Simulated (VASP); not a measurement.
Input of a VASP 6.6.1 run:

INCAR

```
ALGO     = Normal         # electronic algorithm
EDIFF    = 1E-7           # SCF threshold, eV
ENCUT    = 520            # plane-wave cutoff, eV
GGA      = PE             # functional
ISIF     = 2              # what is computed and relaxed
ISMEAR   = 0              # smearing method
LASPH    = T              # aspherical terms in the spheres
LCHARG   = F              # write CHGCAR
LREAL    = F              # projectors in reciprocal space
LWAVE    = F              # write WAVECAR
NBANDS   = 20             # bands
NELM     = 80             # most SCF steps
PREC     = Accurate       # precision mode
SIGMA    = 0.1            # smearing width, eV
```

The input KPOINTS:

```
k-points
0
Gamma
  6 6 6
```

POSCAR

```
MnNb
1.0
    0.0000000000      2.7160304271      2.7160304271
    2.7160304271      0.0000000000      2.7160304271
    2.7160304271      2.7160304271      0.0000000000
Mn Nb
1 1
Direct
    0.0000000000      0.0000000000      0.0000000000
    0.7500000000      0.7500000000      0.7500000000
```

Potentials or basis: VASP PAW PBE potentials, release 64 (Mn_pv, Nb_sv).

Run with:

```console
$ cat potpaw_PBE.64/Mn_pv/POTCAR potpaw_PBE.64/Nb_sv/POTCAR > POTCAR
$ mpirun -np 1 vasp_std > vasp.out
```

Q: What does it give for the band gap on the k mesh?

A: Zero (band 13 reaches 6.74 eV, above the bottom of band 14 at 6.61 eV).

Q: Estimate the pressure.

A: 0.2 GPa.

Spin polarisation is off, so any magnetic state and its effect on volume and gap are missing.
